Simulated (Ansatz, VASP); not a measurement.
# SnSe2: VASP beside Ansatz

```
CELL_PARAMETERS angstrom
3.81100 0.00000 0.00000
-1.90550 3.30042 0.00000
0.00000 0.00000 6.13700
ATOMIC_POSITIONS crystal
Sn 0.00000 0.00000 0.00000
Se 0.31935 0.63871 0.23951
Se 0.65269 0.30537 0.73951
```

Change from the starting cell: all Se atoms moved +0.113 Å, as atom 2 towards its neighbour atom 1 (Sn) at 2.682 Å.

Alike in both runs: task single point; functional PBEsol; k mesh 12 × 12 × 6; occupations gaussian, width 0.05 eV; no spin polarisation.

|  | VASP | Ansatz |
| --- | --- | --- |
| version | VASP 6.6.1 | Ansatz 0.2.0 |
| potentials or method | VASP PAW PBE potentials, release 64 (Sn_d, Se), cutoff 520 eV | scalar-relativistic, plane waves, PAW |
| valence electrons in the cell | 26 | 46 |

Ansatz gave:

* gap on the k mesh at the Fermi level (eV): 0.61
* least direct gap on the mesh (eV): 0.95
* pressure (GPa): 2.6
* traceless stress, the component that is largest in VASP (GPa): 1.03
* rms of the force components (eV/Å): 0.571

Which values does VASP return?

gap on the k mesh at the Fermi level (eV): 0.60; least direct gap on the mesh (eV): 0.94; pressure (GPa): 2.7; traceless stress, the component that is largest in VASP (GPa): 1.03; rms of the force components (eV/Å): 0.579.

VASP's potentials were made for PBE, not for PBEsol. Atom by atom the forces differ by 0.011 eV/Å (rms over components). The functional is the same, so the differences come from potentials, cutoffs and numerics. VASP's potentials hold 26 valence electrons a cell and Ansatz's 46, so a difference there can come from the potentials and not from the codes.
